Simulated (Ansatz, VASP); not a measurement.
**Hf2ZrC3 in VASP and in Ansatz**

INCAR

```
PREC = Accurate ; ENCUT = 600
EDIFF = 1E-7 ; ISMEAR = 0
SIGMA = 0.2 ; LREAL = False
LASPH = True ; NELM = 60
ALGO = Normal ; ISIF = 3
LWAVE = False ; LCHARG = False
GGA = PE ; IBRION = 2
NSW = 36 ; EDIFFG = -0.08
```

Contents of KPOINTS:

```
Automatic mesh
0
Gamma
  6 6 2
```

POSCAR

```
Hf2ZrC3
1.0
    3.3675347800      0.0000000000      0.0000000000
   -1.6837673900      2.9163706700      0.0000000000
    0.0000000000      0.0000000000      8.2476496900
Zr Hf C
1 2 3
Direct
    0.0000000000      0.0000000000      0.0000000000
    0.6666666700      0.3333333300      0.6667000000
    0.3333333300      0.6666666700      0.3333000000
    0.3333333300      0.6666666700      0.8333000000
    0.6666666700      0.3333333300      0.1667000000
    0.0000000000      0.0000000000      0.5000000000
```

Input for Ansatz:

```yaml
crystal:
  lattice:
    - [3.36753478, 0.0, 0.0]
    - [-1.68376739, 2.91637067, 0.0]
    - [0.0, 0.0, 8.24764969]
  atoms:
    - { symbol: Zr, position: [0.0, 0.0, 0.0] }
    - { symbol: Hf, position: [0.66666667, 0.33333333, 0.6667] }
    - { symbol: Hf, position: [0.33333333, 0.66666667, 0.3333] }
    - { symbol: C, position: [0.33333333, 0.66666667, 0.8333] }
    - { symbol: C, position: [0.66666667, 0.33333333, 0.1667] }
    - { symbol: C, position: [0.0, 0.0, 0.5] }
basis:
  ecutwfc: 420
kpoints:
  mp_grid: { grid: [6, 6, 2] }
hamiltonian:
  xc: pbe
scf:
  occupations: { method: gaussian, width: 0.2 }
  lower_state_search: "off"
output:
  forces: true
  stress: true
  eigenvalues: true
relax:
  adjacent_minimum: "off"
  f_tol: 0.08
  max_steps: 16
  cell: { stress_tol: 0.8 }
```

Alike in both runs: task relaxation of cell and atoms; functional PBE; k mesh 6 × 6 × 2; occupations gaussian, width 0.2 eV; no spin polarisation.

|  | VASP | Ansatz |
| --- | --- | --- |
| version | VASP 6.6.1 | Ansatz 0.2.0 |
| potentials or method | VASP PAW PBE potentials, release 64 (Zr_sv, Hf_pv, C), cutoff 600 eV | scalar-relativistic, plane waves, PAW |
| valence electrons in the cell | 44 | 76 |

|  | VASP | Ansatz | Ansatz less VASP |
| --- | --- | --- | --- |
| gap on the k mesh at the Fermi level, each at its own relaxed structure (eV) | none | none | - |
| relaxed volume (Å³/atom) | 12.69 | 12.73 | +0.045 |
| relaxed cell length with the largest relative difference (Å) | 8.063 | 8.077 | +0.0139 |

A gap of «none» marks a metal or a gap that the smearing closes. VASP's potentials hold 44 valence electrons a cell and Ansatz's 76, so a difference there can come from the potentials and not from the codes.

The k mesh is coarse, so the values compare programs but aren't converged. Spin-orbit coupling is off throughout.
